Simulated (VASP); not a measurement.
# Nb5O (P6/mmm) in VASP: single point with PBE

Aim: the single point of Nb5O with PBE.

Program: VASP 6.6.1. These are calculated values, not measurements. Logs are shortened: lines on timing, memory, paths and dates and some standing lists are left out, and cuts for length are marked.

## 1. The cell of the first run

Symmetry: P6/mmm, No. 191, hexagonal system. Conventional cell: a = 5.212 Å, b = 5.212 Å, c = 4.961 Å, α = 90.00°, β = 90.00°, γ = 120.00°. Within 3.8 Å of Nb (site symmetry -6m2) lie 9 Nb at 2.90 to 3.01 Å and 3 O at 3.01 Å. Nb (site symmetry mmm) has 8 Nb at 2.61 to 2.90 Å within 3.4 Å. O (site symmetry 6/mmm) has 18 Nb at 3.01 to 3.60 Å within 4.0 Å.

## 2. Single point, PBE

The input, INCAR:

```
PREC     = Accurate       # precision mode
ENCUT    = 520            # plane-wave cutoff, eV
EDIFF    = 1E-7           # SCF threshold, eV
ISMEAR   = 0              # smearing method
SIGMA    = 0.1            # smearing width, eV
LREAL    = False          # projectors in reciprocal space
LASPH    = True           # aspherical terms in the spheres
NELM     = 80             # most SCF steps
ALGO     = Normal         # electronic algorithm
ISIF     = 2              # what is computed and relaxed
LWAVE    = False          # write WAVECAR
LCHARG   = False          # write CHGCAR
GGA      = PE             # functional
NBANDS   = 44             # bands
```

The input, KPOINTS:

```
Automatic mesh
0
Gamma
  12 12 8
```

The input, POSCAR:

```
Nb5O
1.0
    5.2124216386      0.0000000000      0.0000000000
   -2.6062108193      4.5140895542      0.0000000000
    0.0000000000      0.0000000000      4.9609492151
Nb O
5 1
Direct
    0.3333333333      0.6666666667      0.0000000000
    0.6666666667      0.3333333333      0.0000000000
    0.5000000000      0.0000000000      0.5000000000
    0.5000000000      0.5000000000      0.5000000000
    0.0000000000      0.5000000000      0.5000000000
    0.0000000000      0.0000000000      0.0000000000
```

Potentials or basis: VASP PAW PBE potentials, release 64 (Nb_sv, O).

On the command line:

```console
$ cat potpaw_PBE.64/Nb_sv/POTCAR potpaw_PBE.64/O/POTCAR > POTCAR
$ mpirun -np 1 vasp_std > vasp.out
```

OUTCAR:

```text
PREC = Accurate
   ENCUT = 520
   EDIFF = 1E-7
   ISMEAR = 0
   LREAL = False
   LASPH = True
   NELM = 80
   ISIF = 2
   GGA = PE

 ion  position               nearest neighbor table
   1  0.333  0.667  0.000-   3 2.90   3 2.90   5 2.90   5 2.90   4 2.90   4 2.90   2 3.01   2 3.01
                             2 3.01
   2  0.667  0.333  0.000-   3 2.90   3 2.90   5 2.90   5 2.90   4 2.90   4 2.90   1 3.01   1 3.01
                             1 3.01
   3  0.500  0.000  0.500-   4 2.61   5 2.61   4 2.61   5 2.61   1 2.90   2 2.90   1 2.90   2 2.90

   4  0.500  0.500  0.500-   3 2.61   3 2.61   5 2.61   5 2.61   1 2.90   2 2.90   1 2.90   2 2.90

   5  0.000  0.500  0.500-   3 2.61   3 2.61   4 2.61   4 2.61   1 2.90   2 2.90   1 2.90   2 2.90

   6  0.000  0.000  0.000-

  LATTYP: Found a hexagonal cell.
 ALAT       =     5.2124216386
 C/A-ratio  =     0.9517551647

  Lattice vectors:

 A1 = (   5.2124216386,   0.0000000000,   0.0000000000)
 A2 = (  -2.6062108193,   4.5140895542,   0.0000000000)
 A3 = (   0.0000000000,   0.0000000000,   4.9609492151)

Analysis of symmetry for initial positions (statically):
=====================================================================
 Subroutine PRICEL returns:
 Original cell was already a primitive cell.

 Routine SETGRP: Setting up the symmetry group for a
 hexagonal supercell.

 Subroutine GETGRP returns: Found 24 space group operations
 (whereof 24 operations were pure point group operations)
 out of a pool of 24 trial point group operations.

The static configuration has the point symmetry D_6h.

Analysis of symmetry for dynamics (positions and initial velocities):
=====================================================================
 Subroutine PRICEL returns:
 Original cell was already a primitive cell.

 Routine SETGRP: Setting up the symmetry group for a
 hexagonal supercell.

 Subroutine GETGRP returns: Found 24 space group operations
 (whereof 24 operations were pure point group operations)
 out of a pool of 24 trial point group operations.

The dynamic configuration has the point symmetry D_6h.

 Subroutine INISYM returns: Found 24 space group operations
 (whereof 24 operations are pure point group operations),
 and found     1 'primitive' translations

----------------------------------------------------------------------------------------

                                     Primitive cell
[... 101 lines left out ...]
   EDIFFG = 0.1E-05   stopping-criterion for IOM
   NSW    =      0    number of steps for IOM
   IBRION =     -1    ionic relax: 0-MD 1-quasi-New 2-CG
   NFREE  =      0    steps in history (QN), initial steepest desc. (CG)
   ISIF   =      2    stress and relaxation
   ISYM   =      2    0-nonsym 1-usesym 2-fastsym
   POTIM  = 0.5000    time-step for ionic-motion
   TEBEG  =    0.0;   TEEND  =   0.0 temperature during run
   PSTRESS=    0.0 pullay stress
   NELECT =      71.0000    total number of electrons
   NUPDOWN=      -1.0000    fix difference up-down
   EMIN   =  10.00;   EMAX   =-10.00  energy-range for DOS
   EFERMI =   0.00;   METHOD = LEGACY
   ISMEAR =     0;   SIGMA  =   0.10  broadening in eV -4-tet -1-fermi 0-gaus
   EFERMI_NEDOS =   21; number of points for ismear=-14 and -15
   IALGO  =     38    algorithm
   IMIX   =      4    mixing-type and parameters
     AMIX     =   0.40;   BMIX     =  1.00
     AMIX_MAG =   1.60;   BMIX_MAG =  1.00
  volume/ion in A,a.u.               =      19.45       131.29
  Fermi-wavevector in a.u.,A,eV,Ry     =   1.387084  2.621209 26.177639  1.924002
  Thomas-Fermi vector in A             =   2.511339
   LORBIT       =      0    0 simple, 1 ext, 2 COOP (PROOUT), +10 PAW based schemes
   GGA     = PE    functional components
   LHFCALC =     F    Hartree Fock is set to
   AEXX    =    0.0000 exact exchange contribution
   IVDW    =     0    specifies the selected vdW correction
   LEPSILON=     F    determine dielectric tensor
   LRPA    =     F    only Hartree local field effects (RPA)
 non-spin polarized calculation
 Gauss-broadening in eV      SIGMA  =   0.10
  energy-cutoff  :      520.00
  volume of cell :      116.73
 maximum number of plane-waves:      3175
 NGX is ok and might be reduce to    40
   NGX = 19   NGY = 19   NGZ = 19

 number of electron      70.9999999 magnetization

 Free energy of the ion-electron system (eV)
  ---------------------------------------------------
  ext. energy  EPLUGINS =         0.00000000
  ---------------------------------------------------
  free energy    TOTEN  =       -49.61925912 eV

  energy without entropy =      -49.56961804  energy(sigma->0) =      -49.59443858

 E-fermi :   8.2112     XC(G=0): -11.2809

 val. band max:        8.2102983150   @ k =   0.1667   0.0000   0.5000
 cond. band min:       8.2127176762   @ k =   0.1667   0.0833   0.5000
 fundamental gap:      0.0024193612
 Fermi energy:         8.2112410412

 k-point     1 :       0.0000    0.0000    0.0000
  band No.  band energies     occupation
      1     -46.5109      2.00000
      2     -46.3635      2.00000
      3     -46.2567      2.00000
      4     -45.8869      2.00000
      5     -45.8869      2.00000
      6     -23.7795      2.00000
[... 1117 lines left out ...]
     43      10.4090      0.00000
     44      10.7887      0.00000

 [... further k-points ...]

------------------------ aborting loop because EDIFF is reached ----------------------------------------

  FORCE on cell =-STRESS in cart. coord.  units (eV):
  Direction    XX          YY          ZZ          XY          YZ          ZX
  --------------------------------------------------------------------------------------
  -------------------------------------------------------------------------------------
  Total       -0.0874248     -0.0874248     -0.1922508      0.0000000     -0.0000000      0.0000000
  in kB       -1.1999709     -1.1999709     -2.6387859      0.0000000     -0.0000000      0.0000000
  external PRESSURE =      -1.6795759 kB  Pullay stress =       0.0000000 kB

 VOLUME and BASIS-vectors are now :
 -----------------------------------------------------------------------------
  energy-cutoff  :      520.00
  volume of cell :      116.73
      direct lattice vectors                 reciprocal lattice vectors
     5.212421639  0.000000000  0.000000000     0.191849407  0.110764307  0.000000000
    -2.606210819  4.514089554  0.000000000     0.000000000  0.221528613  0.000000000
     0.000000000  0.000000000  4.960949215     0.000000000  0.000000000  0.201574327

 POSITION                                       TOTAL-FORCE (eV/Angst)
 -----------------------------------------------------------------------------------
     -0.00000      3.00939      0.00000         0.000000      0.000000      0.000000
      2.60621      1.50470      0.00000         0.000000      0.000000      0.000000
      2.60621      0.00000      2.48047        -0.000000     -0.000000      0.000000
      1.30311      2.25704      2.48047        -0.000000     -0.000000      0.000000
     -1.30311      2.25704      2.48047        -0.000000     -0.000000      0.000000
      0.00000      0.00000      0.00000        -0.000000     -0.000000      0.000000
 -----------------------------------------------------------------------------------
    total drift:                               -0.000000     -0.000000     -0.000000

  FREE ENERGIE OF THE ION-ELECTRON SYSTEM (eV)
  ---------------------------------------------------
  free  energy   TOTEN  =       -49.6192591178 eV

  energy  without entropy=      -49.5696180408  energy(sigma->0) =      -49.59443858
```

Run time: 9.8 min. Hardware: 1 thread of Intel Xeon Platinum 8259CL at 2.50GHz (Skylake/Cascade Lake), shared host; peak memory 0.5 GiB.

Results:

```
Free energy            : -49.6193 eV
Pressure               : -0.2 GPa
Band gap on the k mesh : zero (an odd number of electrons rules out a gap without spin polarisation)
```

Stress tensor (GPa, compression positive):
```
-0.12  0.00  0.00
 0.00 -0.12  0.00
 0.00  0.00 -0.26
```

Caveat: an odd number of electrons without spin polarisation forces a metal; a magnetic or distorted state may lie lower.
